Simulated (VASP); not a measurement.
Set up this calculation in VASP 6.6.1, as the native input.

```yaml
Task: single point
Functional: LDA
Potentials_or_basis: VASP PAW LDA potentials, release 64 (V_sv)
Cutoff: 520 eV
k_mesh: 8 × 9 × 10
Occupations: fermi-dirac, width 0.1 eV
Spin: collinear spin, ferromagnetic start
Starting_moments: "[2.0] μB"
Dipole_correction: no
Further_INCAR_settings: ALGO = Normal; EDIFF = 1e-06; NBANDS = 16
```

The structure of V lies in POSCAR:

```
V
1.0
   -1.3777151500      1.6411906100      1.6479345300
    1.5049757200     -1.4912590400      1.6252635300
    1.2725458600      1.3860897500     -1.4980029600
V
1
Direct
    0.0000000000      0.0000000000      0.0000000000
```

These files were run (other wordings do the same):

INCAR

```
  PREC = Accurate
  ENCUT = 520
  EDIFF = 1E-6
  ISMEAR = -1
  SIGMA = 0.1
  LREAL = F
  LASPH = T
  NELM = 150
  ALGO = Normal
  ISIF = 2
  LWAVE = F
  LCHARG = T
  ISPIN = 2
  MAGMOM = 2
  LORBIT = 11
  LMAXMIX = 4
  GGA = CA
  LELF = T
  LVHAR = T
  NBANDS = 16
```

KPOINTS

```
Automatic mesh
0
Gamma
  8 9 10
```

Potentials or basis: VASP PAW LDA potentials, release 64 (V_sv).

The run is started by

```sh
$ cat potpaw_LDA.64/V_sv/POTCAR > POTCAR
$ mpirun -np 1 vasp_std > vasp.out
```

Results of the run:

* Pressure: -13.4 GPa
* Net moment: 0.00 μB per cell
* Valence electrons inside the program's atomic spheres: V 11.68

Caveat: the stress differs along the axes, from -21 to -5 GPa; the moments typed at the start vanished in this run.

It took 2.5 min on 1 thread of Intel Xeon 8259CL (shared host), peak memory 0.21 GiB.
